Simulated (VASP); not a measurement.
Here is a VASP 6.6.1 calculation.

The input INCAR:

```
SYSTEM = Au
PREC = Accurate
ENCUT = 600
EDIFF = 1E-6
ISMEAR = -1
SIGMA = 0.05
LREAL = .False.
LASPH = .True.
NELM = 80
ALGO = Normal
ISIF = 3
LWAVE = .False.
LCHARG = .False.
GGA = PS
IBRION = 2
NSW = 80
EDIFFG = -0.02
PSTRESS = 300.0
```

File KPOINTS:

```
regular mesh
0
Gamma
  11 11 11
  0 0 0
```

POSCAR

```
Au
1.0
   -1.6572690000      1.6572690000      1.6572690000
    1.6572690000     -1.6572690000      1.6572690000
    1.6572690000      1.6572690000     -1.6572690000
Au
1
Direct
    0.0000000000      0.0000000000      0.0000000000
```

Potentials or basis: VASP PAW PBE potentials, release 64 (Au).

Launch:

```console
$ cat potpaw_PBE.64/Au/POTCAR > POTCAR
$ mpirun -np 1 vasp_std > vasp.out
```

Estimate the space group after relaxing (to 0.05 Å).

Im-3m (No. 229).

What does it give for the relaxed volume?

15.09 Å³/atom.

The path:
```csv
step,energy change (eV),largest force (eV/Å),pressure (GPa),volume (Å³)
1,0.0000,0.0000,-8.99,18.21
2,8.8327,0.0000,677.34,8.85
3,-0.0338,0.0000,1.22,16.95
4,-0.0067,0.0000,10.61,16.18
5,0.1594,0.0000,33.73,14.93
6,0.1229,0.0000,29.60,15.11
7,0.1339,0.0000,30.82,15.06
8,0.1073,0.0000,27.73,15.20
9,0.1268,0.0000,29.99,15.09
```

Caveat: the cell is relaxed towards a set pressure, so the enthalpy falls and the energy may rise; the volume moved by over 15 % at a fixed basis, so the end points are rough; the PAW data sets were made with another functional, which shifts forces and pressure a little.
